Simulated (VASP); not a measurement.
WS2: single point with PBEsol+D3(BJ)

WS2, a slab with vacuum:

```
W S
1.0
     3.12394    0.00000    0.00000
    -1.56197    2.70541    0.00000
     0.00000    0.00000   16.93754
W S
1 2
Direct
  0.33333 0.66667 0.00202
  0.64720 0.33333 0.90137
  0.68613 0.33333 0.08706
```

This cell differs from its parent crystal: mode 4 frozen in at -0.061 Å and mode 9 at -0.098 Å (largest displacements).

```json
{
  "Program": "VASP 6.6.1",
  "Task": "single point",
  "Functional": "PBEsol",
  "Dispersion": "D3(BJ)",
  "Potentials or basis": "VASP PAW PBE potentials, release 64 (W_sv, S)",
  "Cutoff": "520 eV",
  "k mesh": "12 × 12 × 2",
  "Occupations": "gaussian, width 0.05 eV",
  "Spin": "no spin polarisation",
  "Dipole correction": "no",
  "Further INCAR settings": "ALGO = Normal; EDIFF = 1e-07; NBANDS = 20"
}
```

```yaml
Largest_force: 4.527 eV/Å
Band_gap_on_the_k_mesh: 1.74 eV, indirect (least direct gap 2.03 eV)
Dispersion_energy_per_atom: -0.253 eV
```

Forces in eV/Å, atoms in the order of the input:
```
W    0.412  0.070 -4.507
S    0.456 -0.020  1.858
S   -0.868 -0.050  2.650
```

Levels at points of the mesh, in eV from the valence-band top:
```csv
k point,band 10,band 11,band 12,band 13,band 14,band 15,band 16,band 17
"(0.00, 0.00, 0.00)",-2.46,-1.38,-1.37,0.00,2.53,2.74,3.43,3.72
"(0.50, 0.00, 0.00)",-3.56,-2.28,-1.09,-1.04,2.99,3.21,3.93,4.83
"(0.00, 0.50, 0.00)",-3.60,-2.32,-1.07,-0.96,2.99,3.25,4.01,4.80
"(0.50, 0.50, 0.00)",-3.66,-2.38,-1.05,-0.86,3.01,3.29,4.07,4.88
"(0.00, 0.00, 0.50)",-2.46,-1.38,-1.37,0.00,2.53,2.74,3.43,3.72
"(0.50, 0.00, 0.50)",-3.56,-2.28,-1.09,-1.04,2.99,3.21,3.93,4.83
"(0.00, 0.50, 0.50)",-3.60,-2.32,-1.07,-0.96,2.99,3.25,4.01,4.80
"(0.50, 0.50, 0.50)",-3.66,-2.38,-1.05,-0.86,3.01,3.29,4.07,4.88
```

Wall time 15 min on 1 thread of Oxide Virtual Turin-like Processor, on a shared host, peak memory 0.5 GiB.

Caveat: the cell differs from its parent crystal (mode 4 frozen in at -0.061 Å and mode 9 at -0.098 Å (largest displacements)); the PAW data sets were made with another functional, which shifts forces and pressure a little; spin-orbit coupling is left out, which moves the levels of the heavy elements.
